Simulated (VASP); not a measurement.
# Al9N in VASP: relaxation of the atoms with PBE

Aim: the relaxation of the atoms of Al9N with PBE.

All numbers are computed with VASP 6.6.1; they aren't measurements. Logs are shortened: lines on timing, memory, paths and dates and some standing lists are left out, and cuts for length are marked.

### 1 The cell of the first run

The cell holds a slab with vacuum, 10 atoms: a = 2.854 Å, b = 2.854 Å, c = 34.261 Å, α = 90.00°, β = 90.00°, γ = 120.00°.

### 2 Relaxation of the atoms, PBE

The input, INCAR:

```
SYSTEM = Al9N
ALGO     = Normal         ! electronic algorithm
DIPOL    = 0.5 0.5 0.423
EDIFF    = 1E-6           ! SCF threshold, eV
EDIFFG   = -0.025         ! ionic threshold
ENCUT    = 520            ! plane-wave cutoff, eV
GGA      = PE             ! functional
IBRION   = 2              ! ionic algorithm
IDIPOL   = 3            
ISIF     = 2              ! what is computed and relaxed
ISMEAR   = 0              ! smearing method
LASPH    = .TRUE.         ! aspherical terms in the spheres
LCHARG   = .FALSE.        ! write CHGCAR
LDIPOL   = .TRUE.       
LREAL    = .FALSE.        ! projectors in reciprocal space
LWAVE    = .FALSE.        ! write WAVECAR
NELM     = 80             ! most SCF steps
NSW      = 36             ! ionic steps
PREC     = Accurate       ! precision mode
SIGMA    = 0.1            ! smearing width, eV
```

The input, KPOINTS:

```
k-points
0
G
  9 9 1
  0 0 0
```

The input, POSCAR:

```
Al9N
1.0
    2.8535431553      0.0000000000      0.0000000000
   -1.4267715776      2.4712408633      0.0000000000
    0.0000000000      0.0000000000     34.2605581613
Al N
9 1
Selective dynamics
Direct
    0.3333333333      0.6666666667      0.1167523302  F F F
    0.0000000000      0.0000000000      0.1852090271  F F F
    0.6666666667      0.3333333333      0.2536657239  F F F
    0.0000000000      0.0000000000      0.3221224208  F F F
    0.3333333333      0.6666666667      0.3899858396  F F F
    0.0000000000      0.0000000000      0.4578168550  F F F
    0.6666666667      0.3333333333      0.5268325041  F F F
    0.0000000000      0.0000000000      0.5950901740  F F F
    0.3333333333      0.6666666667      0.6643370506  F F F
    0.3333333333      0.6666666667      0.7203781691  F F T
```

Potentials or basis: VASP PAW PBE potentials, release 64 (Al, N).

The run is started by

```console
cat potpaw_PBE.64/Al/POTCAR potpaw_PBE.64/N/POTCAR > POTCAR
mpirun -np 1 vasp_std > vasp.out
```

OUTCAR:

```text
SYSTEM = Al9N
   EDIFF = 1E-6
   EDIFFG = -0.025
   ENCUT = 520
   GGA = PE
   IBRION = 2
   ISIF = 2
   ISMEAR = 0
   LASPH = .TRUE.
   LREAL = .FALSE.
   NELM = 80
   NSW = 36
   PREC = Accurate

 ion  position               nearest neighbor table
   1  0.333  0.667  0.117-   2 2.87   2 2.87   2 2.87
   2  0.000  0.000  0.185-   3 2.87   3 2.87   3 2.87   1 2.87   1 2.87   1 2.87
   3  0.667  0.333  0.254-   2 2.87   2 2.87   2 2.87   4 2.87   4 2.87   4 2.87
   4  0.000  0.000  0.322-   5 2.85   5 2.85   5 2.85   3 2.87   3 2.87   3 2.87
   5  0.333  0.667  0.390-   6 2.85   6 2.85   6 2.85   4 2.85   4 2.85   4 2.85
   6  0.000  0.000  0.458-   5 2.85   5 2.85   5 2.85   7 2.88   7 2.88   7 2.88
   7  0.667  0.333  0.527-   8 2.86   8 2.86   8 2.86   6 2.88   6 2.88   6 2.88
   8  0.000  0.000  0.595-   7 2.86   7 2.86   7 2.86   9 2.89   9 2.89   9 2.89
   9  0.333  0.667  0.664-  10 1.92   8 2.89   8 2.89   8 2.89
  10  0.333  0.667  0.720-   9 1.92

  LATTYP: Found a hexagonal cell.
 ALAT       =     2.8535431553
 C/A-ratio  =    12.0063220693

  Lattice vectors:

 A1 = (   2.8535431553,   0.0000000000,   0.0000000000)
 A2 = (  -1.4267715776,   2.4712408633,   0.0000000000)
 A3 = (   0.0000000000,   0.0000000000,  34.2605581613)

Analysis of symmetry for initial positions (statically):
=====================================================================
 Subroutine PRICEL returns:
 Original cell was already a primitive cell.

 Routine SETGRP: Setting up the symmetry group for a
 hexagonal supercell.

 Subroutine GETGRP returns: Found  6 space group operations
 (whereof  6 operations were pure point group operations)
 out of a pool of 24 trial point group operations.

The static configuration has the point symmetry C_3v.

Analysis of symmetry for dynamics (positions and initial velocities):
=====================================================================
 Subroutine PRICEL returns:
 Original cell was already a primitive cell.

 Routine SETGRP: Setting up the symmetry group for a
 hexagonal supercell.

 Subroutine GETGRP returns: Found  6 space group operations
 (whereof  6 operations were pure point group operations)
 out of a pool of 24 trial point group operations.

The dynamic configuration has the point symmetry C_3v.

Analysis of constrained symmetry for selective dynamics:
=====================================================================
 Subroutine PRICEL returns:
 Original cell was already a primitive cell.

 Routine SETGRP: Setting up the symmetry group for a
 hexagonal supercell.

 Subroutine GETGRP returns: Found  6 space group operations
 (whereof  6 operations were pure point group operations)
 out of a pool of 24 trial point group operations.

The constrained configuration has the point symmetry C_3v.

 Subroutine INISYM returns: Found  6 space group operations
 (whereof  6 operations are pure point group operations),
 and found     1 'primitive' translations

----------------------------------------------------------------------------------------

                                     Primitive cell

  volume of cell :     241.5983

  direct lattice vectors                    reciprocal lattice vectors
     2.853543155  0.000000000  0.000000000     0.350441520  0.202327506  0.000000000
    -1.426771578  2.471240863  0.000000000     0.000000000  0.404655012  0.000000000
     0.000000000  0.000000000 34.260558161     0.000000000  0.000000000  0.029188083

  length of vectors
     2.853543155  2.853543155 34.260558161     0.404655012  0.404655012  0.029188083

  position of ions in fractional coordinates (direct lattice)
     0.333333333  0.666666667  0.116752330
     0.000000000  0.000000000  0.185209027
     0.666666667  0.333333333  0.253665724
     0.000000000  0.000000000  0.322122421
     0.333333333  0.666666667  0.389985840
     0.000000000  0.000000000  0.457816855
     0.666666667  0.333333333  0.526832504
     0.000000000  0.000000000  0.595090174
     0.333333333  0.666666667  0.664337051
     0.333333333  0.666666667  0.720378169

  ion indices of the primitive-cell ions
   primitive index   ion index
                 1           1
                 2           2
                 3           3
                 4           4
                 5           5
                 6           6
                 7           7
                 8           8
                 9           9
                10          10

----------------------------------------------------------------------------------------

 KPOINTS: k-points

Automatic generation of k-mesh.
 Grid dimensions read from file:
 generate k-points for:    9    9    1

 Generating k-lattice:

  Cartesian coordinates                     Fractional coordinates (reciprocal lattice)
     0.038937947  0.022480834  0.000000000     0.111111111 -0.000000000  0.000000000
     0.000000000  0.044961668  0.000000000     0.000000000  0.111111111  0.000000000
     0.000000000  0.000000000  0.029188083     0.000000000  0.000000000  1.000000000

  Length of vectors
     0.044961668  0.044961668  0.029188083

  Shift w.r.t. Gamma in fractional coordinates (k-lattice)
     0.000000000  0.000000000  0.000000000

 Subroutine IBZKPT returns following result:
 ===========================================

 Found     12 irreducible k-points:

 Following reciprocal coordinates:
            Coordinates               Weight
  0.000000  0.000000  0.000000      1.000000
  0.111111  0.000000  0.000000      6.000000
  0.222222  0.000000  0.000000      6.000000
  0.333333  0.000000  0.000000      6.000000
  0.444444  0.000000  0.000000      6.000000
  0.111111  0.111111  0.000000      6.000000
  0.222222  0.111111  0.000000     12.000000
  0.333333  0.111111  0.000000     12.000000
  0.444444  0.111111  0.000000      6.000000
  0.222222  0.222222  0.000000      6.000000
  0.333333  0.222222  0.000000     12.000000
  0.333333  0.333333  0.000000      2.000000
   k-points           NKPTS =     12   k-points in BZ     NKDIM =     12   number of bands    NBANDS=     22
   number of dos      NEDOS =    301   number of ions     NIONS =     10
   total plane-waves  NPLWV = 147456
   dimension x,y,z NGX =    24 NGY =   24 NGZ =  256
   dimension x,y,z NGXF=    48 NGYF=   48 NGZF=  512
   ions per type =               9   1
   NGX,Y,Z   is equivalent  to a cutoff of  13.98, 13.98, 12.42 a.u.
   NGXF,Y,Z  is equivalent  to a cutoff of  27.96, 27.96, 24.84 a.u.
 SYSTEM =  Al9N
   PREC   = accura    normal or accurate (medium, high low for compatibility)
   ISTART =      0    job   : 0-new  1-cont  2-samecut
   ICHARG =      2    charge: 1-file 2-atom 10-const
   ISPIN  =      1    spin polarized calculation?
   LNONCOLLINEAR =      F non collinear calculations
   LSORBIT =      F    spin-orbit coupling
   LASPH  =      T    aspherical Exc in radial PAW
   ENCUT  =  520.0 eV  38.22 Ry    6.18 a.u.   5.31  5.31 63.70*2*pi/ulx,y,z
   NELM   =     80;   NELMIN=  2; NELMDL= -5     # of ELM steps
   EDIFF  = 0.1E-05   stopping-criterion for ELM
   LREAL  =      F    real-space projection
   EDIFFG = -.3E-01   stopping-criterion for IOM
   NSW    =     36    number of steps for IOM
   IBRION =      2    ionic relax: 0-MD 1-quasi-New 2-CG
   NFREE  =      1    steps in history (QN), initial steepest desc. (CG)
   ISIF   =      2    stress and relaxation
   ISYM   =      2    0-nonsym 1-usesym 2-fastsym
   POTIM  = 0.5000    time-step for ionic-motion
   TEBEG  =    0.0;   TEEND  =   0.0 temperature during run
   PSTRESS=    0.0 pullay stress
   NELECT =      32.0000    total number of electrons
   NUPDOWN=      -1.0000    fix difference up-down
   EMIN   =  10.00;   EMAX   =-10.00  energy-range for DOS
   EFERMI =   0.00;   METHOD = LEGACY
   ISMEAR =     0;   SIGMA  =   0.10  broadening in eV -4-tet -1-fermi 0-gaus
   EFERMI_NEDOS =   21; number of points for ismear=-14 and -15
   IALGO  =     38    algorithm
   IMIX   =      4    mixing-type and parameters
     AMIX     =   0.40;   BMIX     =  1.00
     AMIX_MAG =   1.60;   BMIX_MAG =  1.00
  volume/ion in A,a.u.               =      24.16       163.04
  Fermi-wavevector in a.u.,A,eV,Ry     =   0.834501  1.576978  9.474986  0.696392
  Thomas-Fermi vector in A             =   1.947903
   LORBIT       =      0    0 simple, 1 ext, 2 COOP (PROOUT), +10 PAW based schemes
   GGA     = PE    functional components
   LHFCALC =     F    Hartree Fock is set to
   AEXX    =    0.0000 exact exchange contribution
   IVDW    =     0    specifies the selected vdW correction
   LEPSILON=     F    determine dielectric tensor
   LRPA    =     F    only Hartree local field effects (RPA)
 conjugate gradient relaxation of ions
 non-spin polarized calculation
 Gauss-broadening in eV      SIGMA  =   0.10
  energy-cutoff  :      520.00
  volume of cell :      241.60
 maximum number of plane-waves:      6547
 NGX is ok and might be reduce to    24
   NGX = 11   NGY = 11   NGZ =127

--------------------------------------- Ionic step        1  -------------------------------------------

 number of electron      31.9999999 magnetization

 Free energy of the ion-electron system (eV)
  ---------------------------------------------------
  ext. energy  EPLUGINS =         0.00000000
  ---------------------------------------------------
  free energy    TOTEN  =       -37.59905616 eV

  energy without entropy =      -37.57059225  energy(sigma->0) =      -37.58482420

------------------------ aborting loop because EDIFF is reached ----------------------------------------

  FORCE on cell =-STRESS in cart. coord.  units (eV):
  Direction    XX          YY          ZZ          XY          YZ          ZX
  --------------------------------------------------------------------------------------
  -------------------------------------------------------------------------------------
  Total       -1.9757041     -1.9757041     -2.3337848     -0.0000000      0.0000000      0.0000000
  in kB      -13.1020281    -13.1020281    -15.4766669     -0.0000000      0.0000000      0.0000000
  external PRESSURE =     -13.8935744 kB  Pullay stress =       0.0000000 kB
[... 75 lines left out ...]
--------------------------------------- Ionic step        3  -------------------------------------------

 number of electron      32.0000000 magnetization

 dipolmoment           0.000000      0.000000      0.174255 electrons x Angstroem

 Free energy of the ion-electron system (eV)
  ---------------------------------------------------
  ext. energy  EPLUGINS =         0.00000000
  ---------------------------------------------------
  free energy    TOTEN  =       -37.64668606 eV

  energy without entropy =      -37.61831098  energy(sigma->0) =      -37.63249852

 E-fermi :   2.7490     XC(G=0):  -7.2055

 val. band max:        2.6805898867   @ k =   0.0000   0.0000   0.0000
 cond. band min:       2.7561489545   @ k =   0.3333   0.2222   0.0000
 fundamental gap:      0.0755590678
 Fermi energy:         2.7489559776

 k-point     1 :       0.0000    0.0000    0.0000
  band No.  band energies     occupation
      1     -11.1037      2.00000
      2      -8.3204      2.00000
      3      -8.0435      2.00000
      4      -7.6731      2.00000
      5      -7.0875      2.00000
      6      -6.3660      2.00000
[... 289 lines left out ...]
     21       2.3183      2.00000
     22       2.3317      2.00000

------------------------ aborting loop because EDIFF is reached ----------------------------------------

 vacuum level on the upper side and lower side of the slab       (xc-potential included)         1.906        -2.506

  FORCE on cell =-STRESS in cart. coord.  units (eV):
  Direction    XX          YY          ZZ          XY          YZ          ZX
  --------------------------------------------------------------------------------------
  -------------------------------------------------------------------------------------
  Total       -1.8485880     -1.8485880     -0.2424389     -0.0000000     -0.0000000     -0.0000000
  in kB      -12.2590485    -12.2590485     -1.6077516     -0.0000000     -0.0000000     -0.0000000
  external PRESSURE =      -8.7086162 kB  Pullay stress =       0.0000000 kB
[... 25 lines left out ...]
  FREE ENERGIE OF THE ION-ELECTRON SYSTEM (eV)
  ---------------------------------------------------
  free  energy   TOTEN  =       -37.6466860634 eV

  energy  without entropy=      -37.6183109820  energy(sigma->0) =      -37.63249852

 reached required accuracy - stopping structural energy minimisation

 vacuum level on the upper side and lower side of the slab        10.961         6.502
```

Run time: 5.1 min. Hardware: 1 thread of Intel Xeon Platinum 8488C (Sapphire Rapids), shared host; peak memory 0.42 GiB.

Results:

| Property | Result |
| --- | --- |
| Free energy | -37.6467 eV |
| Energy gained by relaxing | 4.8 meV/atom |
| Ionic steps | 3 |

The path:
```tsv
step	energy change (eV)	largest force on free atoms (eV/Å)	pressure (GPa)
1	0.0000	1.0768	-1.39
2	-0.0406	0.4547	-1.07
3	-0.0476	0.0156	-0.87
```

Final structure:
```cif
data_structure
_symmetry_space_group_name_H-M 'P 1'
_symmetry_Int_Tables_number 1
_cell_length_a 2.8535
_cell_length_b 2.8535
_cell_length_c 34.2606
_cell_angle_alpha 90.000
_cell_angle_beta 90.000
_cell_angle_gamma 120.000
_cell_volume 241.60
loop_
_atom_site_label
_atom_site_type_symbol
_atom_site_fract_x
_atom_site_fract_y
_atom_site_fract_z
_atom_site_occupancy
Al1 Al 0.33333 0.66667 0.11675 1
Al2 Al 0.00000 0.00000 0.18521 1
Al3 Al 0.66667 0.33333 0.25367 1
Al4 Al 0.00000 0.00000 0.32212 1
Al5 Al 0.33333 0.66667 0.38999 1
Al6 Al 0.00000 0.00000 0.45782 1
Al7 Al 0.66667 0.33333 0.52683 1
Al8 Al 0.00000 0.00000 0.59509 1
Al9 Al 0.33333 0.66667 0.66434 1
N1 N 0.33333 0.66667 0.71796 1
```

Caveat: the highest band is partly filled, so the run has too few bands.
